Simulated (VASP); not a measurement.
Write the native input for VASP 6.6.1 that does the following.

* Task: single point
* Functional: revPBE
* Potentials or basis: VASP PAW PBE potentials, release 64 (Sn_d, Te)
* Cutoff: 500 eV
* k mesh: 1 × 1 × 1, shifted
* Occupations: gaussian, width 0.01 eV
* Spin: no spin polarisation
* Dipole correction: no
* Further INCAR settings: ALGO = Normal; EDIFF = 1e-06; NBANDS = 17; ISYM = -1

The structure of SnTe lies in POSCAR:

```
SnTe
1.0
    0.0000000000      3.6111460000      3.6111460000
    3.6111460000      0.0000000000      3.6111460000
    3.6111460000      3.6111460000      0.0000000000
Sn Te
1 1
Direct
    0.0000000000      0.0000000000      0.0000000000
    0.6807698996      0.8192301004      0.8192301004
```

The input as run:

INCAR

```
PREC = Accurate
ENCUT = 500
EDIFF = 1E-6
ISMEAR = 0
SIGMA = 0.01
LREAL = F
LASPH = T
NELM = 120
ALGO = Normal
ISIF = 2
LWAVE = F
LCHARG = F
GGA = RE
NBANDS = 17
GGA_COMPAT = F
ISYM = -1
```

KPOINTS

```
explicit points
1
Reciprocal
  0.50000000   0.50000000   0.00000000 1
```

Potentials or basis: VASP PAW PBE potentials, release 64 (Sn_d, Te).

Run with:

```sh
$ cat potpaw_PBE.64/Sn_d/POTCAR potpaw_PBE.64/Te/POTCAR > POTCAR
$ mpirun -np 1 vasp_std > vasp.out
```

Results of the run:

* Pressure: -3.4 GPa
* Largest force: 2.818 eV/Å

Caveat: the stress differs along the axes, from -20 to 5 GPa; the PAW data sets were made with another functional, which shifts forces and pressure a little.

It took 19 s on 1 thread of Intel Xeon 8259CL (shared host), peak memory 0.22 GiB.
